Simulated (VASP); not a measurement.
## H3C2N: single point with PBE+D3(BJ)

System: H3C2N.

```
C N H
1.0
     7.02199    0.00000    0.00000
     0.00000    7.02199    0.00000
     0.00000    0.00000    7.02199
C N H
12 6 18
Direct
  0.25795 0.11171 0.60185
  0.28169 0.12649 0.40184
  0.90813 0.97888 0.87311
  0.71021 0.98473 0.92824
  0.00812 0.54574 0.21117
  0.98646 0.58281 0.41641
  0.43036 0.69898 0.28778
  0.52931 0.75271 0.46121
  0.83335 0.03449 0.35043
  0.72236 0.19305 0.40557
  0.39316 0.47894 0.87640
  0.59469 0.45339 0.88073
  0.26498 0.13791 0.23950
  0.54751 0.99366 0.95598
  0.00397 0.64262 0.57546
  0.61833 0.78328 0.59748
  0.62720 0.32115 0.44745
  0.75776 0.43022 0.88318
  0.25497 0.96613 0.65647
  0.36280 0.19510 0.67035
  0.10941 0.17216 0.62793
  0.91010 0.92412 0.73311
  0.95708 0.13033 0.88553
  0.97717 0.87939 0.96765
  0.07123 0.67569 0.15711
  0.08371 0.41361 0.19210
  0.87139 0.51444 0.14878
  0.33236 0.81165 0.26124
  0.52951 0.68463 0.17855
  0.35010 0.57105 0.32113
  0.93619 0.99230 0.45853
  0.74774 0.91487 0.29405
  0.90959 0.07271 0.21303
  0.33462 0.59812 0.95564
  0.35130 0.49422 0.71997
  0.33122 0.34694 0.91887
```

```yaml
Program: VASP 6.6.1
Task: single point
Functional: PBE
Dispersion: D3(BJ)
Potentials_or_basis: VASP PAW PBE potentials, release 64 (C, N, H)
Cutoff: 520 eV
k_mesh: 1 × 1 × 1
Occupations: fermi-dirac, width 0.02 eV
Spin: no spin polarisation
Dipole_correction: no
Further_INCAR_settings: LREAL = Auto; ALGO = Normal; EDIFF = 1e-06; NBANDS = 72
```

- Pressure: 3.9 GPa
- Largest force: 3.595 eV/Å
- Band gap on the k mesh: 5.89 eV
- Dispersion energy per atom: -0.070 eV

Forces on the atoms (eV/Å):
```
C   -2.063  0.093  0.217
C   -0.307 -0.327  0.997
C   -0.953  1.299  1.289
C   -0.211  0.064 -0.428
C   -1.144 -0.010  1.807
C    1.153  1.421  2.794
C   -0.584  0.111  2.576
C    0.126 -0.579  0.129
C    0.896 -0.284 -2.461
C   -0.351 -0.105  0.056
C   -0.433  0.221 -2.304
C   -0.100  0.507  0.215
N   -0.095  0.338 -2.039
N   -0.283 -0.056  0.387
N   -0.255 -1.514 -3.251
N   -0.421  0.097 -0.041
N   -0.243  0.518  0.120
N    0.655 -0.243  0.030
H    0.303 -0.152 -0.085
H    0.785  0.423  0.776
H    1.205 -0.152  0.088
H    0.252 -0.513 -1.156
H    0.235 -0.759 -0.058
H    0.733 -0.112  0.178
H    0.291 -0.071 -0.623
H    0.907 -0.260 -0.257
H   -0.543  0.271 -0.399
H   -0.594  0.719 -0.690
H    1.096 -0.327 -1.528
H    0.190 -0.418 -0.225
H   -0.155 -0.280 -0.112
H    0.109  0.374  0.774
H   -0.022  0.192  1.241
H    0.207  0.171  0.050
H    0.251  0.215  1.177
H   -0.637 -0.871  0.755
```

Stress tensor (GPa, compression positive):
```
 5.34 -0.03 -0.52
-0.03  2.84 -0.17
-0.52 -0.17  3.38
```

Levels at points of the mesh, in eV from the valence-band top:
| k point | band 46 | band 47 | band 48 | band 49 | band 50 | band 51 |
| --- | --- | --- | --- | --- | --- | --- |
| (0.00, 0.00, 0.00) | -0.22 | -0.11 | 0.00 | 5.89 | 6.06 | 6.36 |

Wall time 70 s on 1 thread of Intel Xeon 8259CL, on a shared host, peak memory 0.35 GiB.

Caveat: the k points lie up to 0.89 Å⁻¹ apart; the atoms stand as in a frame of molecular dynamics.
